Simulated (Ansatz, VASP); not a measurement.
**Two plane-wave programs on AlNi**

INCAR

```
SYSTEM = AlNi
ALGO = Fast
EDIFF = 1E-7
ENCUT = 520
GGA = PS
ISIF = 2
ISMEAR = 0
LASPH = .TRUE.
LCHARG = .FALSE.
LREAL = .FALSE.
LWAVE = .FALSE.
NBANDS = 14
NELM = 80
PREC = Accurate
SIGMA = 0.15
```

Contents of KPOINTS:

```
k-points
0
G
  20 20 20
  0 0 0
```

POSCAR

```
AlNi
1.0
    2.0213280872     -2.0213497884      0.0000000000
    2.0213280872      2.0213497884      0.0000000000
    0.0000000000      0.0000000000      2.8694088111
Al Ni
1 1
Direct
    0.0000000000      0.0000000000      0.0914822590
    0.5000000000      0.5000000000      0.5000000000
```

Input for Ansatz:

```yaml
crystal:
  lattice:
    - [2.0213280872, -2.0213497884, 0.0]
    - [2.0213280872, 2.0213497884, 0.0]
    - [0.0, 0.0, 2.8694088111]
  atoms:
    - { symbol: Al, position: [0.0, 0.0, 0.091482259] }
    - { symbol: Ni, position: [0.5, 0.5, 0.5] }
basis:
  ecutwfc: 420
kpoints:
  mp_grid: { grid: [20, 20, 20] }
hamiltonian:
  xc: pbesol
scf:
  occupations: { method: gaussian, width: 0.15 }
output:
  forces: true
  stress: true
  eigenvalues: true
```

Change from the starting cell: all Al atoms moved +0.263 Å, as atom 1 along Cartesian [0 0 1].

Alike in both runs: task single point; functional PBEsol; k mesh 20 × 20 × 20; occupations gaussian, width 0.15 eV; no spin polarisation.

```csv
,VASP,Ansatz
version,VASP 6.6.1,Ansatz 0.2.0
potentials or method,"VASP PAW PBE potentials, release 64 (Al, Ni), cutoff 520 eV","scalar-relativistic, plane waves, PAW"
valence electrons in the cell,13,21
```

|  | VASP | Ansatz | Ansatz less VASP |
| --- | --- | --- | --- |
| gap on the k mesh at the Fermi level (eV) | none | none | - |
| pressure (GPa) | 4.9 | 4.8 | -0.15 |
| traceless stress, the component that is largest in VASP (GPa) | -2.83 | -2.79 | +0.036 |
| rms of the force components (eV/Å) | 0.947 | 0.942 | -0.0049 |

VASP's potentials were made for PBE, not for PBEsol. Atom by atom the forces differ by 0.005 eV/Å (rms over components). A gap of «none» marks a metal or a gap that the smearing closes. VASP's potentials hold 13 valence electrons a cell and Ansatz's 21, so a difference there can come from the potentials and not from the codes. Ansatz's warnings: near symmetry operations not taken.
